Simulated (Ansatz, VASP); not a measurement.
## Two plane-wave programs on Rh

```xyz
2
Lattice="2.8611 0.0000 0.0000 -1.4305 2.4778 0.0000 0.0000 0.0000 4.7359" Properties=species:S:1:pos:R:3 pbc="T T T"
Rh    1.4306    0.8259    3.5519
Rh    0.0000    1.6519    1.1840
```

Alike in both runs: task single point; functional PBE; k mesh 18 × 18 × 10; occupations gaussian, width 0.15 eV; no spin polarisation.

|  | VASP | Ansatz |
| --- | --- | --- |
| version | VASP 6.6.1 | Ansatz 0.2.0 |
| potentials or method | VASP PAW PBE potentials, release 64 (Rh_pv), cutoff 520 eV | scalar-relativistic, plane waves, PAW |
| valence electrons in the cell | 30 | 34 |

|  | VASP | Ansatz | Ansatz less VASP |
| --- | --- | --- | --- |
| gap on the k mesh at the Fermi level (eV) | none | none | - |
| pressure (GPa) | -27.7 | -27.9 | -0.14 |
| traceless stress, the component that is largest in VASP (GPa) | -2.37 | -2.37 | +0.005 |

A gap of «none» marks a metal or a gap that the smearing closes. With one functional, cell and mesh, what is left measures potentials, basis and numerics. VASP's potentials hold 30 valence electrons a cell and Ansatz's 34, so a difference there can come from the potentials and not from the codes.
